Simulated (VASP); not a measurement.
# B (Im-3m) in VASP: further runs, part 2 of 2

VASP 6.6.1. Earlier steps stand in the parts before.

**5. Single point, PBEsol**

INCAR

```
SYSTEM = B
PREC = Accurate
ENCUT = 520
EDIFF = 1E-7
ISMEAR = 0
SIGMA = 0.1
LREAL = .False.
LASPH = .True.
NELM = 100
ALGO = Normal
ISIF = 2
LWAVE = .False.
LCHARG = .False.
GGA = PS
NBANDS = 8
```

KPOINTS

```
regular mesh
0
Gamma
  34 34 34
  0 0 0
```

POSCAR

```
B
1.0
   -1.1486158403      1.1486158403      1.1486158403
    1.1486158403     -1.1486158403      1.1486158403
    1.1486158403      1.1486158403     -1.1486158403
B
1
Direct
    0.0000000000      0.0000000000      0.0000000000
```

Potentials or basis: VASP PAW PBE potentials, release 64 (B).

On the command line:

```sh
cat potpaw_PBE.64/B/POTCAR > POTCAR
mpirun -np 1 vasp_std > vasp.out
```

OUTCAR:

```text
SYSTEM = B
   PREC = Accurate
   ENCUT = 520
   EDIFF = 1E-7
   ISMEAR = 0
   LREAL = .False.
   LASPH = .True.
   NELM = 100
   ISIF = 2
   GGA = PS

 ion  position               nearest neighbor table
   1  0.000  0.000  0.000-

  LATTYP: Found a body centered cubic cell.
 ALAT       =     2.2972316806

  Lattice vectors:

 A1 = (  -1.1486158403,   1.1486158403,   1.1486158403)
 A2 = (   1.1486158403,  -1.1486158403,   1.1486158403)
 A3 = (   1.1486158403,   1.1486158403,  -1.1486158403)

Analysis of symmetry for initial positions (statically):
=====================================================================
 Subroutine PRICEL returns:
 Original cell was already a primitive cell.

 Routine SETGRP: Setting up the symmetry group for a
 body centered cubic supercell.

 Subroutine GETGRP returns: Found 48 space group operations
 (whereof 48 operations were pure point group operations)
[... 154 lines left out ...]
 Free energy of the ion-electron system (eV)
  ---------------------------------------------------
  ext. energy  EPLUGINS =         0.00000000
  ---------------------------------------------------
  free energy    TOTEN  =        -5.39431775 eV

  energy without entropy =       -5.39322259  energy(sigma->0) =       -5.39377017

 E-fermi :  10.1590     XC(G=0): -12.9261

 val. band max:       10.1571129524   @ k =  -0.3235   0.4706   0.1176
 cond. band min:      10.1845302282   @ k =  -0.3235   0.4412   0.0294
 fundamental gap:      0.0274172758
 Fermi energy:        10.1589772318

 k-point     1 :       0.0000    0.0000    0.0000
  band No.  band energies     occupation
      1      -8.6495      2.00000
      2      25.8910      0.00000
      3      25.8910      0.00000
      4      25.8910      0.00000
      5      44.2152      0.00000
      6      44.2152      0.00000
      7      44.2152      0.00000
      8      48.0182      0.00000
[... 243 lines left out ...]
 k-point    24 :       0.1765    0.0294    0.0000
  band No.  band energies     occupation
      1      -6.9585      2.00000
      2      20.4897      0.00000
      3      22.8092      0.00000
      4      24.8276      0.00000
      5      37.2960      0.00000
      6      37.7811      0.00000
      7      44.8778      0.00000
      8      49.1722      0.00000

 [... further k-points ...]
[... 5 lines left out ...]
  --------------------------------------------------------------------------------------
  -------------------------------------------------------------------------------------
  Total        0.0098542      0.0098542      0.0098542      0.0000000      0.0000000     -0.0000000
  in kB        2.6046515      2.6046515      2.6046515      0.0000000      0.0000000     -0.0000000
  external PRESSURE =       2.6046515 kB  Pullay stress =       0.0000000 kB

 VOLUME and BASIS-vectors are now :
 -----------------------------------------------------------------------------
  energy-cutoff  :      520.00
  volume of cell :        6.06
      direct lattice vectors                 reciprocal lattice vectors
    -1.148615840  1.148615840  1.148615840     0.000000000  0.435306551  0.435306551
     1.148615840 -1.148615840  1.148615840     0.435306551  0.000000000  0.435306551
     1.148615840  1.148615840 -1.148615840     0.435306551  0.435306551  0.000000000

 POSITION                                       TOTAL-FORCE (eV/Angst)
 -----------------------------------------------------------------------------------
      0.00000      0.00000      0.00000         0.000000      0.000000      0.000000
 -----------------------------------------------------------------------------------
    total drift:                                0.000000     -0.000000     -0.000000

  FREE ENERGIE OF THE ION-ELECTRON SYSTEM (eV)
  ---------------------------------------------------
  free  energy   TOTEN  =        -5.3943177495 eV

  energy  without entropy=       -5.3932225910  energy(sigma->0) =       -5.39377017
```

OSZICAR:

```text
N       E                     dE             d eps       ncg     rms          rms(c)
DAV:   1    -0.352417054363E+01   -0.35242E+01   -0.15528E+03 18928   0.296E+02
DAV:   2    -0.539703892510E+01   -0.18729E+01   -0.18064E+01 22224   0.333E+01
DAV:   3    -0.539908464641E+01   -0.20457E-02   -0.20456E-02 18864   0.117E+00
DAV:   4    -0.539908470918E+01   -0.62776E-07   -0.63678E-07 23856   0.630E-03
DAV:   5    -0.539908471047E+01   -0.12889E-08   -0.29689E-11 19200   0.262E-05    0.157E+00
DAV:   6    -0.539599537583E+01    0.30893E-02   -0.23553E-04 19256   0.128E-01    0.932E-01
DAV:   7    -0.539431799298E+01    0.16774E-02   -0.59234E-04 19112   0.204E-01    0.229E-02
DAV:   8    -0.539431816552E+01   -0.17254E-06   -0.15534E-06 18912   0.103E-02    0.480E-03
DAV:   9    -0.539431769301E+01    0.47251E-06   -0.28988E-08 15624   0.150E-03    0.500E-04
DAV:  10    -0.539431774954E+01   -0.56533E-07   -0.64456E-10  9376   0.178E-04
   1 F= -.53943177E+01 E0= -.53937702E+01  d E =-.109516E-02
```

Run time: 17 s. Hardware: 1 thread of Intel Xeon Platinum 8259CL at 2.50GHz (Skylake/Cascade Lake), shared host; peak memory 0.14 GiB.

What came out:

```yaml
Free_energy: -5.3943 eV
Pressure: 0.3 GPa
```

Caveat: the PAW data sets were made with another functional, which shifts forces and pressure a little.

**6. Relaxation of cell and atoms, PBEsol**

INCAR

```
SYSTEM = B
PREC = Accurate ; ENCUT = 600
EDIFF = 1E-6 ; ISMEAR = 0
SIGMA = 0.1 ; LREAL = .False.
LASPH = .True. ; NELM = 100
ALGO = Normal ; ISIF = 3
LWAVE = .False. ; LCHARG = .False.
GGA = PS ; IBRION = 2
NSW = 100 ; EDIFFG = -0.01
```

KPOINTS

```
Automatic mesh
0
Gamma
  34 34 34
  0 0 0
```

POSCAR

```
B
1.0
   -1.1485694227      1.1485694227      1.1485694227
    1.1485694227     -1.1485694227      1.1485694227
    1.1485694227      1.1485694227     -1.1485694227
B
1
Direct
    0.0000000000      0.0000000000      0.0000000000
```

Potentials or basis: VASP PAW PBE potentials, release 64 (B).

On the command line:

```sh
cat potpaw_PBE.64/B/POTCAR > POTCAR
mpirun -np 1 vasp_std > vasp.out
```

It took 12 s on 1 thread of Intel Xeon Platinum 8259CL at 2.50GHz (Skylake/Cascade Lake), shared host; peak memory 0.15 GiB.

It converged, with:

* Free energy: -5.3955 eV
* Pressure after relaxing: 0.2 GPa

Final structure:
```
B
1.0
    -1.14857    1.14857    1.14857
     1.14857   -1.14857    1.14857
     1.14857    1.14857   -1.14857
B
1
Cartesian
  0.0000 0.0000 0.0000
```

Levels at points of the mesh, in eV from the Fermi level:
```csv
k point,band 1,band 2,band 3,band 4,band 5
"(0.00, 0.00, 0.00)",-18.81,15.73,15.73,15.73,34.06
"(0.50, 0.00, 0.00)",-9.29,-4.61,8.80,12.77,22.30
"(0.50, 0.50, 0.50)",0.38,0.38,0.38,10.20,10.20
```

Caveat: the relaxation stopped at its first step, so nothing moved; the PAW data sets were made with another functional, which shifts forces and pressure a little.

**7. The runs side by side**

```tsv
task	cell	k mesh	cutoff (eV)	gap on the mesh (eV)	pressure (GPa)
single point	a = 1.989 Å, angles 109.5°, 1 atom	10 × 10 × 10	520	none	0.4
single point	a = 2.153 Å, angles 109.5°, 1 atom	10 × 10 × 10	520	none	-31.8
relaxation of cell and atoms	relaxed from a = 2.153 Å, angles 109.5°, 1 atom	10 × 10 × 10	600	none	-0.1
single point	a = 1.989 Å, angles 109.5°, 1 atom	34 × 34 × 34	520	none	0.3
relaxation of cell and atoms	relaxed from a = 1.989 Å, angles 109.5°, 1 atom	34 × 34 × 34	600	none	0.2
```

Alike in all rows: level PBEsol; potentials or basis VASP PAW PBE potentials, release 64 (B); no spin polarisation; smearing gaussian 0.1 eV.

Caveats: some runs use coarse meshes; the PAW data sets were made with another functional, which shifts forces and pressure a little; the relaxation stopped at its first step, so nothing moved (some runs).

Total energies depend on the potentials used, so only differences within one code and one set of settings carry meaning.
